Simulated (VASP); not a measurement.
Here is a VASP 6.6.1 calculation.

File INCAR:

```
SYSTEM = MgO
ALGO = Normal
EDIFF = 1E-7
ENCUT = 520
GGA = PE
ISIF = 2
ISMEAR = 0
LASPH = .True.
LCHARG = .False.
LREAL = .False.
LWAVE = .False.
NBANDS = 11
NELM = 100
PREC = Accurate
SIGMA = 0.05
```

The input KPOINTS:

```
k-points
0
Gamma
  12 12 8
  0 0 0
```

File POSCAR:

```
MgO
1.0
    2.9377244759      0.0000000000      0.0000000000
   -1.4688622380      2.5059818651      0.0000000000
    0.0000000000      0.0000000000      2.6797873418
Mg O
1 1
Direct
    0.0000000000      0.0000000000      0.0000000000
    0.3333333333      0.6666666667      0.5000000000
```

Potentials or basis: VASP PAW PBE potentials, release 64 (Mg, O).

Run with:

```console
$ cat potpaw_PBE.64/Mg/POTCAR potpaw_PBE.64/O/POTCAR > POTCAR
$ mpirun -np 1 vasp_std > vasp.out
```

Task: Predict the band gap on the k mesh.

Result: 3.14 eV, indirect (least direct gap 3.57 eV).

Task: Estimate the largest force.

Result: 0.007 eV/Å.

Task: Predict the pressure.

Result: 1.3 GPa.

Forces in eV/Å, atoms in the order of the input:
```
Mg   0.000 -0.007  0.000
O    0.000  0.007  0.000
```

Caveat: the cell differs from its parent crystal (strain -0.0150 x Voigt [0, 1, 0, 0, 0, 0]). A k mesh can miss the band edges.
